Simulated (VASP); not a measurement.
**HgTe: single point with PBE**

Crystal: HgTe.

```
Hg Te
1.0
     0.00000    3.06906    3.06906
     3.06906    0.00000    3.06906
     3.06906    3.06906    0.00000
Hg Te
1 1
Cartesian
  0.0000 0.0000 0.0000
  3.0691 3.0691 3.0691
```

```
Program             : VASP 6.6.1
Task                : single point
Functional          : PBE
Potentials or basis : VASP PAW PBE potentials, release 64 (Hg, Te)
Cutoff              : 500 eV
k mesh              : 6 × 6 × 6
Occupations         : gaussian, width 0.05 eV
Spin                : no spin polarisation
```

```json
{"Pressure": "0.1 GPa", "Band gap on the k mesh": "zero (band 9 reaches 4.43 eV, above the bottom of band 10 at 1.99 eV)"}
```

Levels at points of the mesh, in eV from the Fermi level:
```
           k point  band 5  band 6  band 7  band 8  band 9  band 10  band 11  band 12  band 13  band 14
(0.00, 0.00, 0.00)   -6.64   -6.64   -1.11   -0.76   -0.76    -0.76     7.54     7.54     7.54     7.66
(0.50, 0.00, 0.00)   -6.48   -6.48   -5.50    0.16    0.16     2.58     3.51     3.91     3.91    10.23
(0.50, 0.50, 0.00)   -6.41   -5.87   -4.21   -2.79   -2.28    -2.28     4.80     8.97     8.97     9.45
```

Run time: 20 s on 1 thread of Intel Xeon 8259CL, on a shared host, peak memory 0.18 GiB.

Caveat: spin-orbit coupling is left out, which moves the levels of the heavy elements.
